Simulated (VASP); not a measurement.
# Si2B (Cmmm) in VASP: notebook

Runs on Si2B. Level: PBE. Tasks: single point, relaxation of cell and atoms.

Everything below comes from runs of VASP 6.6.1. Logs are shortened: lines on timing, memory, paths and dates and some standing lists are left out, and cuts for length are marked.

### 1 The cell of the first run

It takes space group Cmmm (No. 65, orthorhombic). The conventional cell has a = 5.139 Å, b = 6.656 Å, c = 2.402 Å, α = 90.00°, β = 90.00°, γ = 90.00°. Within 2.8 Å of Si (site symmetry 2/m) lie 2 B at 2.10 Å and 4 Si at 2.40 to 2.57 Å. Within 2.8 Å of B (site symmetry mmm) lie 4 Si at 2.10 Å and 2 B at 2.40 Å.

The cell was generated, and may not be a known phase.

### 2 Single point, PBE

Contents of INCAR:

```
SYSTEM = Si2B
PREC = Accurate
ENCUT = 520
EDIFF = 1E-6
ISMEAR = 0
SIGMA = 0.1
LREAL = .FALSE.
LASPH = .TRUE.
NELM = 100
ALGO = Normal
ISIF = 2
LWAVE = .FALSE.
LCHARG = .FALSE.
GGA = PE
NBANDS = 12
```

Contents of KPOINTS:

```
Automatic mesh
0
G
  4 4 6
  0 0 0
```

Contents of POSCAR:

```
Si2B
1.0
    2.5693730452     -3.3282377266      0.0000000000
    2.5693730452      3.3282377266      0.0000000000
    0.0000000000      0.0000000000      2.4022847693
Si B
2 1
Direct
    0.0000000000      0.5000000000      0.0000000000
    0.5000000000      0.0000000000      0.0000000000
    0.5000000000      0.5000000000      0.0000000000
```

Potentials or basis: VASP PAW PBE potentials, release 64 (Si, B).

Run with:

```bash
$ cat potpaw_PBE.64/Si/POTCAR potpaw_PBE.64/B/POTCAR > POTCAR
$ mpirun -np 1 vasp_std > vasp.out
```

OUTCAR:

```text
SYSTEM = Si2B
   PREC = Accurate
   ENCUT = 520
   EDIFF = 1E-6
   ISMEAR = 0
   LREAL = .FALSE.
   LASPH = .TRUE.
   NELM = 100
   ISIF = 2
   GGA = PE

 ion  position               nearest neighbor table
   1  0.000  0.500  0.000-   3 2.10   3 2.10   2 2.57   2 2.57
   2  0.500  0.000  0.000-   3 2.10   3 2.10   1 2.57   1 2.57
   3  0.500  0.500  0.000-   1 2.10   2 2.10   2 2.10   1 2.10

  LATTYP: Found a base centered orthorhombic cell.
 ALAT       =     5.1387460904
 B/A-ratio  =     1.2953501372
 C/A-ratio  =     0.4674846212

  Lattice vectors:

 A1 = (   2.5693730452,  -3.3282377266,   0.0000000000)
 A2 = (   2.5693730452,   3.3282377266,   0.0000000000)
 A3 = (   0.0000000000,   0.0000000000,   2.4022847693)

Analysis of symmetry for initial positions (statically):
=====================================================================
 Subroutine PRICEL returns:
 Original cell was already a primitive cell.

 Routine SETGRP: Setting up the symmetry group for a
 base centered orthorhombic supercell.

 Subroutine GETGRP returns: Found  8 space group operations
 (whereof  8 operations were pure point group operations)
 out of a pool of  8 trial point group operations.

The static configuration has the point symmetry D_2h.

Analysis of symmetry for dynamics (positions and initial velocities):
=====================================================================
 Subroutine PRICEL returns:
 Original cell was already a primitive cell.

 Routine SETGRP: Setting up the symmetry group for a
 base centered orthorhombic supercell.

 Subroutine GETGRP returns: Found  8 space group operations
 (whereof  8 operations were pure point group operations)
 out of a pool of  8 trial point group operations.

The dynamic configuration has the point symmetry D_2h.

 Subroutine INISYM returns: Found  8 space group operations
 (whereof  8 operations are pure point group operations),
 and found     1 'primitive' translations

----------------------------------------------------------------------------------------

                                     Primitive cell

  volume of cell :      41.0862

  direct lattice vectors                    reciprocal lattice vectors
     2.569373045 -3.328237727  0.000000000     0.194600002 -0.150229653  0.000000000
     2.569373045  3.328237727  0.000000000     0.194600002  0.150229653  0.000000000
     0.000000000  0.000000000  2.402284769     0.000000000  0.000000000  0.416270383

  length of vectors
[... 95 lines left out ...]
   NELECT =      11.0000    total number of electrons
   NUPDOWN=      -1.0000    fix difference up-down
   EMIN   =  10.00;   EMAX   =-10.00  energy-range for DOS
   EFERMI =   0.00;   METHOD = LEGACY
   ISMEAR =     0;   SIGMA  =   0.10  broadening in eV -4-tet -1-fermi 0-gaus
   EFERMI_NEDOS =   21; number of points for ismear=-14 and -15
   IALGO  =     38    algorithm
   IMIX   =      4    mixing-type and parameters
     AMIX     =   0.40;   BMIX     =  1.00
     AMIX_MAG =   1.60;   BMIX_MAG =  1.00
  volume/ion in A,a.u.               =      13.70        92.42
  Fermi-wavevector in a.u.,A,eV,Ry     =   1.055133  1.993912 15.147433  1.113305
  Thomas-Fermi vector in A             =   2.190319
   LORBIT       =      0    0 simple, 1 ext, 2 COOP (PROOUT), +10 PAW based schemes
   GGA     = PE    functional components
   LHFCALC =     F    Hartree Fock is set to
   AEXX    =    0.0000 exact exchange contribution
   IVDW    =     0    specifies the selected vdW correction
   LEPSILON=     F    determine dielectric tensor
   LRPA    =     F    only Hartree local field effects (RPA)
 non-spin polarized calculation
 Gauss-broadening in eV      SIGMA  =   0.10
  energy-cutoff  :      520.00
  volume of cell :       41.09
 maximum number of plane-waves:      1130
   NGX = 15   NGY = 15   NGZ =  9

 number of electron      11.0000001 magnetization

 Free energy of the ion-electron system (eV)
  ---------------------------------------------------
  ext. energy  EPLUGINS =         0.00000000
  ---------------------------------------------------
  free energy    TOTEN  =       -15.24805089 eV

  energy without entropy =      -15.24072489  energy(sigma->0) =      -15.24438789

 E-fermi :   7.2167     XC(G=0): -10.6081

 val. band max:        7.1604947853   @ k =   0.5000  -0.0000   0.0000
 cond. band min:       7.2376187614   @ k =   0.2500  -0.0000   0.3333
 fundamental gap:      0.0771239761
 Fermi energy:         7.2166549260

 k-point     1 :       0.0000    0.0000    0.0000
  band No.  band energies     occupation
      1      -6.3275      2.00000
      2       0.5174      2.00000
      3       1.0446      2.00000
      4       2.5668      2.00000
      5       3.8126      2.00000
      6       5.9553      2.00000
      7      10.3032      0.00000
      8      13.5685      0.00000
      9      14.1586      0.00000
     10      15.0847      0.00000
     11      20.4837      0.00000
     12      20.7484      0.00000
[... 331 lines left out ...]
 k-point    24 :       0.5000   -0.0000    0.5000
  band No.  band energies     occupation
      1      -0.0402      2.00000
      2       1.3079      2.00000
      3       1.8042      2.00000
      4       3.2342      2.00000
      5       5.4420      2.00000
      6       7.4994      0.00006
      7       7.7021      0.00000
      8      11.2792      0.00000
      9      12.1703      0.00000
     10      12.1767      0.00000
     11      14.5894      0.00000
     12      14.7228      0.00000

 [... further k-points ...]

------------------------ aborting loop because EDIFF is reached ----------------------------------------

  FORCE on cell =-STRESS in cart. coord.  units (eV):
  Direction    XX          YY          ZZ          XY          YZ          ZX
  --------------------------------------------------------------------------------------
  -------------------------------------------------------------------------------------
  Total        0.0592950      0.0481026     -0.0007960      0.0000000      0.0000000      0.0000000
  in kB        2.3122398      1.8757837     -0.0310387      0.0000000      0.0000000      0.0000000
  external PRESSURE =       1.3856616 kB  Pullay stress =       0.0000000 kB

 VOLUME and BASIS-vectors are now :
 -----------------------------------------------------------------------------
  energy-cutoff  :      520.00
  volume of cell :       41.09
      direct lattice vectors                 reciprocal lattice vectors
     2.569373045 -3.328237727  0.000000000     0.194600002 -0.150229653  0.000000000
     2.569373045  3.328237727  0.000000000     0.194600002  0.150229653  0.000000000
     0.000000000  0.000000000  2.402284769     0.000000000  0.000000000  0.416270383

 POSITION                                       TOTAL-FORCE (eV/Angst)
 -----------------------------------------------------------------------------------
      1.28469      1.66412      0.00000         0.000000     -0.000000      0.000000
      1.28469     -1.66412      0.00000         0.000000     -0.000000      0.000000
      2.56937      0.00000      0.00000        -0.000000      0.000000      0.000000
 -----------------------------------------------------------------------------------
    total drift:                               -0.000000     -0.000000     -0.000000

  FREE ENERGIE OF THE ION-ELECTRON SYSTEM (eV)
  ---------------------------------------------------
  free  energy   TOTEN  =       -15.2480508938 eV

  energy  without entropy=      -15.2407248909  energy(sigma->0) =      -15.24438789
```

OSZICAR:

```text
N       E                     dE             d eps       ncg     rms          rms(c)
DAV:   1     0.146325902006E+02    0.14633E+02   -0.45646E+03   672   0.746E+02
DAV:   2    -0.147539761157E+02   -0.29387E+02   -0.27734E+02   888   0.115E+02
DAV:   3    -0.158984295115E+02   -0.11445E+01   -0.11332E+01   868   0.204E+01
DAV:   4    -0.159067906542E+02   -0.83611E-02   -0.83592E-02   800   0.212E+00
DAV:   5    -0.159068737001E+02   -0.83046E-04   -0.83044E-04   916   0.202E-01    0.586E+00
DAV:   6    -0.152910296612E+02    0.61584E+00   -0.21758E+00   796   0.668E+00    0.307E+00
DAV:   7    -0.152571318914E+02    0.33898E-01   -0.14999E-01   812   0.220E+00    0.140E+00
DAV:   8    -0.152479576742E+02    0.91742E-02   -0.28148E-02   828   0.893E-01    0.174E-01
DAV:   9    -0.152480323657E+02   -0.74691E-04   -0.31509E-03   808   0.321E-01    0.841E-02
DAV:  10    -0.152480474271E+02   -0.15061E-04   -0.32126E-04   792   0.107E-01    0.285E-02
DAV:  11    -0.152480503923E+02   -0.29653E-05   -0.93984E-06   824   0.218E-02    0.161E-02
DAV:  12    -0.152480508938E+02   -0.50147E-06   -0.28523E-06   784   0.937E-03
   1 F= -.15248051E+02 E0= -.15244388E+02  d E =-.732600E-02
```

stdout:

```text
POSCAR found type information on POSCAR SiB
 POSCAR found :  2 types and       3 ions
 scaLAPACK will be used
 LDA part: xc-table for (Slater+PW92), standard interpolation
 POSCAR, INCAR and KPOINTS ok, starting setup
 FFT: planning ... GRIDC
 FFT: planning ... GRID_SOFT
 FFT: planning ... GRID
 WAVECAR not read
 entering main loop
```

Run time: 9.3 s. Hardware: 1 thread of Intel Xeon Platinum 8375C at 2.90GHz (Ice Lake), shared host; peak memory 0.14 GiB.

What came out:

```
Free energy            : -15.2481 eV
Pressure               : 0.1 GPa
Band gap on the k mesh : zero (an odd number of electrons rules out a gap without spin polarisation)
```

Levels at points of the mesh, in eV from the Fermi level:
| k point | band 4 | band 5 | band 6 | band 7 | band 8 | band 9 |
| --- | --- | --- | --- | --- | --- | --- |
| (0.00, 0.00, 0.00) | -4.65 | -3.40 | -1.26 | 3.09 | 6.35 | 6.94 |
| (0.50, 0.00, 0.00) | -4.93 | -0.14 | -0.06 | 2.67 | 5.54 | 7.31 |
| (0.50, 0.50, 0.00) | -5.48 | 1.86 | 3.02 | 3.16 | 6.63 | 7.63 |
| (0.00, 0.00, 0.50) | -1.26 | -1.20 | 0.88 | 1.23 | 1.87 | 2.74 |
| (0.50, 0.00, 0.50) | -3.98 | -1.77 | 0.28 | 0.49 | 4.06 | 4.95 |
| (0.50, 0.50, 0.50) | -3.48 | -3.34 | -2.22 | -0.92 | 2.59 | 5.41 |

Caveat: the k points lie up to 0.44 Å⁻¹ apart, too coarse for converged energies and pressures of a metal.

### 3 Relaxation of cell and atoms, PBE

This run uses another cell than the first one, of 21.04 Å³/atom.

Contents of INCAR:

```
PREC = Accurate
ENCUT = 600
EDIFF = 1E-6
ISMEAR = 0
SIGMA = 0.1
LREAL = F
LASPH = T
NELM = 100
ALGO = Normal
ISIF = 3
LWAVE = F
LCHARG = F
GGA = PE
IBRION = 2
NSW = 90
EDIFFG = -0.04
```

Contents of KPOINTS:

```
Automatic mesh
0
Gamma
  4 4 6
```

Contents of POSCAR:

```
Si2B
1.0
    3.0371708000     -3.4863283800      0.0000000000
    3.0371708000      3.4863283800      0.0000000000
    0.0000000000      0.0000000000      2.9799840300
Si B
2 1
Direct
    0.0000000000      0.5000000000      0.0000000000
    0.5000000000      0.0000000000      0.0000000000
    0.5000000000      0.5000000000      0.0000000000
```

Potentials or basis: VASP PAW PBE potentials, release 64 (Si, B).

Run with:

```bash
$ cat potpaw_PBE.64/Si/POTCAR potpaw_PBE.64/B/POTCAR > POTCAR
$ mpirun -np 1 vasp_std > vasp.out
```

Run time: 3.6 min. Hardware: 1 thread of Intel Xeon Platinum 8375C at 2.90GHz (Ice Lake), shared host; peak memory 0.2 GiB.

The run converged. Its results:

```yaml
Free_energy: -15.2495 eV
Relaxed_volume: 13.74 Å³/atom
Relaxed_cell: a = 4.217 Å, b = 4.217 Å, c = 2.412 Å, α = 90.00°, β = 90.00°, γ = 106.15°
Space_group_after_relaxing_to_0.1_Å: Cmmm (No. 65)
Energy_gained_by_relaxing: 645.3 meV/atom
Ionic_steps: 22
Pressure_after_relaxing: -0.1 GPa
Band_gap_on_the_k_mesh: zero (an odd number of electrons rules out a gap without spin polarisation)
```

Stress tensor (GPa, compression positive):
```
-0.11  0.00  0.00
 0.00  0.03  0.00
 0.00  0.00 -0.22
```

The path:
```csv
step,energy change (eV),largest force (eV/Å),pressure (GPa),volume (Å³)
1,0.0000,0.0000,-16.63,63.11
2,-1.5522,0.0000,-7.01,45.18
3,-1.6606,0.0000,3.09,40.65
4,-1.5316,0.0000,18.95,36.98
5,-1.8421,0.0000,6.94,39.11
6,-1.8453,0.0000,7.80,38.88
7,-1.8924,0.0000,-3.33,42.36
8,-1.9069,0.0000,-0.03,41.15
9,-1.9122,0.0000,-0.26,41.22
10,-1.9265,0.0000,-0.87,41.41
11,-1.9265,0.0000,-0.97,41.45
12,-1.9267,0.0000,-0.93,41.43
13,-1.9279,0.0000,-0.92,41.43
14,-1.9303,0.0000,-0.86,41.42
15,-1.9325,0.0000,-0.69,41.39
16,-1.9332,0.0000,0.03,41.31
17,-1.9343,0.0000,-0.52,41.36
18,-1.9340,0.0000,-0.17,41.33
19,-1.9344,0.0000,-0.40,41.35
20,-1.9352,0.0000,-0.35,41.31
21,-1.9360,0.0000,-0.17,41.23
22,-1.9360,0.0000,-0.10,41.21
```

Final structure:
```xyz
3
Lattice="2.5337 -3.3714 0.0000 2.5337 3.3714 0.0000 0.0000 0.0000 2.4119" Properties=species:S:1:pos:R:3 pbc="T T T"
Si    1.2668    1.6857    0.0000
Si    1.2668   -1.6857    0.0000
B     2.5337    0.0000    0.0000
```

Levels at points of the mesh, in eV from the Fermi level:
```tsv
k point	band 3	band 4	band 5	band 6	band 7	band 8	band 9
(0.00, 0.00, 0.00)	-6.08	-4.50	-3.45	-1.55	2.93	6.83	6.87
(0.50, 0.00, 0.00)	-5.12	-5.05	0.06	0.08	2.69	5.52	7.22
(0.50, 0.50, 0.00)	-8.37	-5.51	1.74	3.01	3.08	6.45	7.54
(0.00, 0.00, 0.50)	-3.42	-1.16	-1.13	0.89	1.19	1.73	2.39
(0.50, 0.00, 0.50)	-5.40	-4.02	-1.78	0.23	0.23	4.03	5.13
(0.50, 0.50, 0.50)	-4.73	-3.44	-3.21	-2.08	-1.05	2.56	5.18
```

Caveat: the volume moved by over 15 % at a fixed basis, so the end points are rough.

The gap in the log of VASP goes by the Fermi energy; the results here count the filled bands.